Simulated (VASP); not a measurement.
Input of a VASP 6.6.1 run:

Contents of POSCAR:

```
ZnS
1.0
    2.7484072484      2.7484072484      0.0000000000
   -2.7484072484      2.7484072484      0.0000000000
    0.0000000000      2.7484072484      2.6290909991
Zn S
1 1
Direct
    0.7500000000      0.2500000000      0.5000000000
    0.0000000000      0.0000000000      0.0000000000
```

Contents of INCAR.step1:

```
  PREC = Accurate
  ENCUT = 520
  ISMEAR = 0
  SIGMA = 0.01
  LREAL = False
  LASPH = True
  NELM = 80
  NBANDS = 16
  GGA = PE
  ALGO = Normal
  EDIFF = 1E-4
  LWAVE = True
  LCHARG = False
```

The input INCAR.step2:

```
  PREC = Accurate
  ENCUT = 520
  EDIFF = 1E-6
  ISMEAR = 0
  SIGMA = 0.01
  LREAL = False
  LASPH = True
  NELM = 80
  ALGO = Normal
  ISIF = 2
  LWAVE = False
  LCHARG = False
  METAGGA = R2SCAN
  LMIXTAU = True
  NBANDS = 16
  ISTART = 1
```

File KPOINTS:

```
regular mesh
0
Gamma
  8 8 8
```

Potentials or basis: VASP PAW PBE potentials, release 64 (Zn, S).

The run is started by

```bash
$ cat potpaw_PBE.64/Zn/POTCAR potpaw_PBE.64/S/POTCAR > POTCAR
$ cp INCAR.step1 INCAR
$ mpirun -np 1 vasp_std > vasp.out
$ cp INCAR.step2 INCAR
$ mpirun -np 1 vasp_std > vasp.out
```

(1) What does it give for the pressure?

(2) What does it give for the band gap on the k mesh?

Answers

(1) -1.2 GPa.

(2) 2.54 eV, direct.

Caveat: the cell differs from its parent crystal (in-plane strain +0.02, then relaxed in part); the PAW data sets were made with another functional, which shifts forces and pressure a little.
